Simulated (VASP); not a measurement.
Crystal: CdH2O2.

```
Cd H O
1.0
     3.51553    0.00000    0.00000
    -1.75776    3.04454    0.00000
     0.00000    0.00000    4.64298
Cd H O
1 2 2
Direct
  0.00000 0.00000 0.00000
  0.66667 0.33333 0.55096
  0.33333 0.66667 0.44904
  0.66667 0.33333 0.75937
  0.33333 0.66667 0.24063
```

Program: VASP 6.6.1. Alike in all runs: task single point; no spin polarisation; cell as given; k mesh 6 × 6 × 4; cutoff (eV) 520; smearing gaussian 0.01 eV. Hardware: 1 thread of Intel(R) Xeon(R) Platinum 8375C CPU @ 2.90GHz (Ice Lake), with other jobs on the host.

Q: Order these runs on this cell by their wall time, lowest first.
A. level r2SCAN; potentials or basis VASP PAW PBE potentials, release 64 (Cd, H, O)
B. level LDA; potentials or basis VASP PAW LDA potentials, release 64 (Cd, H, O)
C. level BLYP; potentials or basis VASP PAW PBE potentials, release 64 (Cd, H, O)

A: B (13 s), C (30 s), A (90 s).
